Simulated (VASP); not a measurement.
# Co3Bi (Pm-3m) in VASP: single point with r2SCAN

Aim: the single point of Co3Bi with r2SCAN.

Program: VASP 6.6.1. These are calculated values, not measurements. Logs are shortened: lines on timing, memory, paths and dates and some standing lists are left out, and cuts for length are marked.

### 1 The cell of the first run

The structure is cubic, space group Pm-3m (No. 221). The conventional cell has a = 3.903 Å, b = 3.903 Å, c = 3.903 Å, α = 90.00°, β = 90.00°, γ = 90.00°. Co (site symmetry 4/mmm) has 8 Co at 2.76 Å and 4 Bi at 2.76 Å within 3.6 Å. Bi (site symmetry m-3m) has 12 Co at 2.76 Å within 3.6 Å.

### 2 Single point, r2SCAN, collinear spin, ferromagnetic start

POSCAR

```
Co3Bi
1.0
    3.9034179795      0.0000000000      0.0000000000
    0.0000000000      3.9034179795      0.0000000000
    0.0000000000      0.0000000000      3.9034179795
Co Bi
3 1
Direct
    0.0000000000      0.5000000000      0.5000000000
    0.5000000000      0.0000000000      0.5000000000
    0.5000000000      0.5000000000      0.0000000000
    0.0000000000      0.0000000000      0.0000000000
```

INCAR.step1

```
PREC = Accurate
ENCUT = 520
ISMEAR = 0
SIGMA = 0.1
LREAL = False
LASPH = True
NELM = 150
ISPIN = 2
MAGMOM = 3 3 3 0
LMAXMIX = 4
NBANDS = 33
GGA = PE
ALGO = Normal
EDIFF = 1E-4
LWAVE = True
LCHARG = False
```

INCAR.step2

```
PREC = Accurate
ENCUT = 520
EDIFF = 1E-6
ISMEAR = 0
SIGMA = 0.1
LREAL = False
LASPH = True
NELM = 150
ALGO = Normal
ISIF = 2
LWAVE = False
LCHARG = False
ISPIN = 2
MAGMOM = 3 3 3 0
LORBIT = 11
LMAXMIX = 4
METAGGA = R2SCAN
LMIXTAU = True
NBANDS = 33
ISTART = 1
```

KPOINTS

```
regular mesh
0
Gamma
  6 6 6
```

Potentials or basis: VASP PAW PBE potentials, release 64 (Co, Bi_d).

The run is started by

```bash
$ cat potpaw_PBE.64/Co/POTCAR potpaw_PBE.64/Bi_d/POTCAR > POTCAR
$ cp INCAR.step1 INCAR
$ mpirun -np 1 vasp_std > vasp.out
$ cp INCAR.step2 INCAR
$ mpirun -np 1 vasp_std > vasp.out
```

OUTCAR:

```text
PREC = Accurate
   ENCUT = 520
   EDIFF = 1E-6
   ISMEAR = 0
   LREAL = False
   LASPH = True
   NELM = 150
   ISIF = 2
   ISPIN = 2
   LORBIT = 11
   METAGGA = R2SCAN
   ISTART = 1

 ion  position               nearest neighbor table
   1  0.000  0.500  0.500-   2 2.76   3 2.76   4 2.76   3 2.76   4 2.76   2 2.76   4 2.76   4 2.76
                             2 2.76   3 2.76   3 2.76   2 2.76
   2  0.500  0.000  0.500-   1 2.76   3 2.76   4 2.76   3 2.76   4 2.76   1 2.76   3 2.76   3 2.76
                             1 2.76   4 2.76   4 2.76   1 2.76
   3  0.500  0.500  0.000-   1 2.76   2 2.76   4 2.76   1 2.76   2 2.76   2 2.76   4 2.76   2 2.76
                             1 2.76   4 2.76   1 2.76   4 2.76
   4  0.000  0.000  0.000-   1 2.76   2 2.76   3 2.76   1 2.76   2 2.76   1 2.76   3 2.76   1 2.76
                             2 2.76   3 2.76   2 2.76   3 2.76

  LATTYP: Found a simple cubic cell.
 ALAT       =     3.9034179795

  Lattice vectors:

 A1 = (   3.9034179795,   0.0000000000,   0.0000000000)
 A2 = (   0.0000000000,   3.9034179795,   0.0000000000)
 A3 = (   0.0000000000,   0.0000000000,   3.9034179795)

Analysis of symmetry for initial positions (statically):
=====================================================================
 Subroutine PRICEL returns:
 Original cell was already a primitive cell.

 Routine SETGRP: Setting up the symmetry group for a
 simple cubic supercell.

 Subroutine GETGRP returns: Found 48 space group operations
 (whereof 48 operations were pure point group operations)
 out of a pool of 48 trial point group operations.

The static configuration has the point symmetry O_h .

Analysis of symmetry for dynamics (positions and initial velocities):
=====================================================================
 Subroutine PRICEL returns:
 Original cell was already a primitive cell.

 Routine SETGRP: Setting up the symmetry group for a
 simple cubic supercell.

 Subroutine GETGRP returns: Found 48 space group operations
 (whereof 48 operations were pure point group operations)
 out of a pool of 48 trial point group operations.

The dynamic configuration has the point symmetry O_h .

Analysis of structural, dynamic, and magnetic symmetry:
=====================================================================
 Subroutine PRICEL returns:
 Original cell was already a primitive cell.

 Routine SETGRP: Setting up the symmetry group for a
 simple cubic supercell.

 Subroutine GETGRP returns: Found 48 space group operations
 (whereof 48 operations were pure point group operations)
 out of a pool of 48 trial point group operations.

The overall configuration has the point symmetry O_h .

 Subroutine INISYM returns: Found 48 space group operations
 (whereof 48 operations are pure point group operations),
 and found     1 'primitive' translations

----------------------------------------------------------------------------------------

                                     Primitive cell

  volume of cell :      59.4751

  direct lattice vectors                    reciprocal lattice vectors
     3.903417979  0.000000000  0.000000000     0.256185734  0.000000000  0.000000000
     0.000000000  3.903417979  0.000000000     0.000000000  0.256185734  0.000000000
     0.000000000  0.000000000  3.903417979     0.000000000  0.000000000  0.256185734

  length of vectors
     3.903417979  3.903417979  3.903417979     0.256185734  0.256185734  0.256185734

  position of ions in fractional coordinates (direct lattice)
     0.000000000  0.500000000  0.500000000
     0.500000000  0.000000000  0.500000000
     0.500000000  0.500000000  0.000000000
     0.000000000  0.000000000  0.000000000

  ion indices of the primitive-cell ions
   primitive index   ion index
                 1           1
                 2           2
                 3           3
                 4           4

----------------------------------------------------------------------------------------

 KPOINTS: regular mesh

Automatic generation of k-mesh.
 Grid dimensions read from file:
 generate k-points for:    6    6    6

 Generating k-lattice:

  Cartesian coordinates                     Fractional coordinates (reciprocal lattice)
     0.042697622  0.000000000  0.000000000     0.166666667  0.000000000  0.000000000
     0.000000000  0.042697622  0.000000000     0.000000000  0.166666667  0.000000000
     0.000000000  0.000000000  0.042697622     0.000000000  0.000000000  0.166666667

  Length of vectors
     0.042697622  0.042697622  0.042697622

  Shift w.r.t. Gamma in fractional coordinates (k-lattice)
     0.000000000  0.000000000  0.000000000

 Subroutine IBZKPT returns following result:
 ===========================================

 Found     20 irreducible k-points:

 Following reciprocal coordinates:
            Coordinates               Weight
  0.000000  0.000000  0.000000      1.000000
  0.166667  0.000000  0.000000      6.000000
  0.333333  0.000000  0.000000      6.000000
  0.500000  0.000000  0.000000      3.000000
  0.166667  0.166667  0.000000     12.000000
  0.333333  0.166667  0.000000     24.000000
[... 12 lines left out ...]
  0.500000  0.500000  0.333333      6.000000
  0.500000  0.500000  0.500000      1.000000
   k-points           NKPTS =     20   k-points in BZ     NKDIM =     20   number of bands    NBANDS=     33
   number of dos      NEDOS =    301   number of ions     NIONS =      4
   total plane-waves  NPLWV =  27000
   dimension x,y,z NGX =    30 NGY =   30 NGZ =   30
   dimension x,y,z NGXF=    60 NGYF=   60 NGZF=   60
   ions per type =               3   1
   NGX,Y,Z   is equivalent  to a cutoff of  12.78, 12.78, 12.78 a.u.
   NGXF,Y,Z  is equivalent  to a cutoff of  25.55, 25.55, 25.55 a.u.
 SYSTEM =  unknown system
   PREC   = accura    normal or accurate (medium, high low for compatibility)
   ISTART =      1    job   : 0-new  1-cont  2-samecut
   ICHARG =      0    charge: 1-file 2-atom 10-const
   ISPIN  =      2    spin polarized calculation?
   LNONCOLLINEAR =      F non collinear calculations
   LSORBIT =      F    spin-orbit coupling
   LASPH  =      T    aspherical Exc in radial PAW
   ENCUT  =  520.0 eV  38.22 Ry    6.18 a.u.   7.26  7.26  7.26*2*pi/ulx,y,z
   NELM   =    150;   NELMIN=  2; NELMDL=  0     # of ELM steps
   EDIFF  = 0.1E-05   stopping-criterion for ELM
   LREAL  =      F    real-space projection
   EDIFFG = 0.1E-04   stopping-criterion for IOM
   NSW    =      0    number of steps for IOM
   IBRION =     -1    ionic relax: 0-MD 1-quasi-New 2-CG
   NFREE  =      0    steps in history (QN), initial steepest desc. (CG)
   ISIF   =      2    stress and relaxation
   ISYM   =      2    0-nonsym 1-usesym 2-fastsym
   POTIM  = 0.5000    time-step for ionic-motion
   TEBEG  =    0.0;   TEEND  =   0.0 temperature during run
   PSTRESS=    0.0 pullay stress
   NELECT =      42.0000    total number of electrons
   NUPDOWN=      -1.0000    fix difference up-down
   EMIN   =  10.00;   EMAX   =-10.00  energy-range for DOS
   EFERMI =   0.00;   METHOD = LEGACY
   ISMEAR =     0;   SIGMA  =   0.10  broadening in eV -4-tet -1-fermi 0-gaus
   EFERMI_NEDOS =   21; number of points for ismear=-14 and -15
   IALGO  =     38    algorithm
   IMIX   =      4    mixing-type and parameters
     AMIX     =   0.40;   BMIX     =  1.00
     AMIX_MAG =   1.60;   BMIX_MAG =  1.00
  volume/ion in A,a.u.               =      14.87       100.34
  Fermi-wavevector in a.u.,A,eV,Ry     =   1.457850  2.754937 28.916828  2.125327
  Thomas-Fermi vector in A             =   2.574603
   LORBIT       =     11    0 simple, 1 ext, 2 COOP (PROOUT), +10 PAW based schemes
   METAGGA = R2SCAN    functional components
   LHFCALC =     F    Hartree Fock is set to
   AEXX    =    0.0000 exact exchange contribution
   IVDW    =     0    specifies the selected vdW correction
   LEPSILON=     F    determine dielectric tensor
   LRPA    =     F    only Hartree local field effects (RPA)
 spin polarized calculation
 Gauss-broadening in eV      SIGMA  =   0.10
  energy-cutoff  :      520.00
  volume of cell :       59.48
 maximum number of plane-waves:      1628
 NGX is ok and might be reduce to    30
   NGX = 15   NGY = 15   NGZ = 15

 number of electron      41.9999983 magnetization       5.4138011

 Free energy of the ion-electron system (eV)
  ---------------------------------------------------
  ext. energy  EPLUGINS =         0.00000000
  ---------------------------------------------------
  free energy    TOTEN  =       -96.03646401 eV

  energy without entropy =      -96.02323856  energy(sigma->0) =      -96.02985128

 E-fermi :  10.4081     XC(G=0): -13.4492

 val. band max:       10.4006864019   @ k =   0.1667   0.1667   0.0000
 cond. band min:      10.5064953858   @ k =   0.5000   0.1667   0.1667
 fundamental gap:      0.1058089839
 Fermi energy:        10.4081121412

 spin component 1

 k-point     1 :       0.0000    0.0000    0.0000
  band No.  band energies     occupation
      1     -13.5270      1.00000
      2     -13.5270      1.00000
      3     -13.4903      1.00000
      4     -13.4903      1.00000
      5     -13.4903      1.00000
      6      -3.8321      1.00000
[... 709 lines left out ...]
     32      26.6239      0.00000
     33      26.6471      0.00000
 Fermi energy:        10.4081121412

 spin component 2

 k-point     1 :       0.0000    0.0000    0.0000
  band No.  band energies     occupation
      1     -13.5142      1.00000
      2     -13.5142      1.00000
      3     -13.4561      1.00000
      4     -13.4561      1.00000
      5     -13.4561      1.00000
      6      -3.8088      1.00000
[... 709 lines left out ...]
     32      26.7057      0.00000
     33      26.7058      0.00000

------------------------ aborting loop because EDIFF is reached ----------------------------------------

  FORCE on cell =-STRESS in cart. coord.  units (eV):
  Direction    XX          YY          ZZ          XY          YZ          ZX
  --------------------------------------------------------------------------------------
  -------------------------------------------------------------------------------------
  Total       -0.4077230     -0.4077230     -0.4077230     -0.0000000     -0.0000000      0.0000000
  in kB      -10.9834978    -10.9834978    -10.9834978     -0.0000000     -0.0000000      0.0000000
  external PRESSURE =     -10.9834978 kB  Pullay stress =       0.0000000 kB

 VOLUME and BASIS-vectors are now :
 -----------------------------------------------------------------------------
  energy-cutoff  :      520.00
  volume of cell :       59.48
      direct lattice vectors                 reciprocal lattice vectors
     3.903417979  0.000000000  0.000000000     0.256185734  0.000000000  0.000000000
     0.000000000  3.903417979  0.000000000     0.000000000  0.256185734  0.000000000
     0.000000000  0.000000000  3.903417979     0.000000000  0.000000000  0.256185734

 POSITION                                       TOTAL-FORCE (eV/Angst)
 -----------------------------------------------------------------------------------
      0.00000      1.95171      1.95171         0.000000      0.000000      0.000000
      1.95171      0.00000      1.95171         0.000000      0.000000      0.000000
      1.95171      1.95171      0.00000         0.000000      0.000000      0.000000
      0.00000      0.00000      0.00000         0.000000      0.000000      0.000000
 -----------------------------------------------------------------------------------
    total drift:                                0.000000      0.000000     -0.000000

  FREE ENERGIE OF THE ION-ELECTRON SYSTEM (eV)
  ---------------------------------------------------
  free  energy   TOTEN  =       -96.0364640075 eV

  energy  without entropy=      -96.0232385610  energy(sigma->0) =      -96.02985128

 total charge

# of ion       s       p       d       tot
------------------------------------------
    1        0.385   0.395   7.270   8.050
    2        0.385   0.395   7.270   8.050
    3        0.385   0.395   7.270   8.050
    4        1.380   1.613  10.009  13.002
--------------------------------------------------
tot          2.535   2.797  31.819  37.151

 magnetization (x)

# of ion       s       p       d       tot
------------------------------------------
    1        0.019   0.003   1.809   1.831
    2        0.019   0.003   1.809   1.831
    3        0.019   0.003   1.809   1.831
    4        0.034   0.019  -0.013   0.040
--------------------------------------------------
tot          0.092   0.029   5.413   5.534
```

Run time: 3.2 min. Hardware: 1 thread of Intel Xeon 6975P-C (Granite Rapids), shared host; peak memory 0.23 GiB.

What came out:

```yaml
Free_energy: -96.0365 eV
Pressure: -1.1 GPa
Net_moment: 5.41 μB per cell
Site_moments: Co +1.83; Bi +0.04 μB
Valence_electrons_inside_the_program's_atomic_spheres: Co 8.05; Bi 13.00
```

Caveat: the PAW data sets were made with another functional, which shifts forces and pressure a little; spin-orbit coupling is left out, which moves the levels of the heavy elements.
